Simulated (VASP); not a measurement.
# MnO: single point with PBE

The system is MnO.

```
Mn O
1.0
     0.00000    2.22003    2.22003
     2.22003    0.00000    2.22003
     2.22003    2.22003    0.00000
Mn O
1 1
Direct
  0.00000 0.00000 0.00000
  0.50000 0.50000 0.50000
```

- Program: VASP 6.6.1
- Task: single point
- Functional: PBE
- Potentials or basis: VASP PAW PBE potentials, release 64 (Mn_pv, O)
- Cutoff: 520 eV
- k mesh: 14 × 14 × 14
- Occupations: gaussian, width 0.05 eV
- Spin: collinear spin, ferromagnetic start
- Starting moments: [4.44, 0.0] μB

| Quantity | Value |
| --- | --- |
| Pressure | 0.1 GPa |
| Net moment | 4.75 μB per cell |
| Site moments | Mn +4.31; O +0.20 μB |
| Valence electrons inside the program's atomic spheres | Mn 11.36; O 4.98 |

Levels at points of the mesh, in eV from the Fermi level:
Spin up:
```tsv
k point	band 8	band 9	band 10	band 11	band 12	band 13	band 14	band 15	band 16	band 17
(0.00, 0.00, 0.00)	-3.23	-3.23	-3.23	-2.70	-2.70	-0.51	13.98	16.36	16.36	16.36
(0.50, 0.00, 0.00)	-2.33	-2.33	-1.89	0.20	0.20	3.48	7.76	11.90	11.90	18.52
(0.50, 0.50, 0.00)	-4.23	-2.27	-2.05	-2.05	-1.92	5.04	7.83	10.43	13.69	13.69
```
Spin down:
| k point | band 4 | band 5 | band 6 | band 7 | band 8 | band 9 | band 10 | band 11 |
| --- | --- | --- | --- | --- | --- | --- | --- | --- |
| (0.00, 0.00, 0.00) | -19.88 | -3.40 | -3.40 | -3.40 | 0.71 | 0.71 | 0.71 | 0.79 |
| (0.50, 0.00, 0.00) | -18.92 | -7.42 | -4.89 | -4.89 | 1.90 | 1.95 | 1.95 | 3.62 |
| (0.50, 0.50, 0.00) | -18.95 | -6.46 | -4.38 | -4.38 | -0.87 | 1.93 | 2.14 | 2.38 |

Wall time 110 s on 1 thread of Intel Xeon 8259CL, with other jobs on the host, peak memory 0.2 GiB.

Caveat: a cell with one magnetic atom can't hold antiferromagnetic order, which such compounds often take; semilocal functionals often make such compounds metallic where correlation or magnetic order opens a gap, which also shifts bond lengths. With open d or f shells a metallic result of PBE can be an artefact of self-interaction; +U or a hybrid may open a gap.
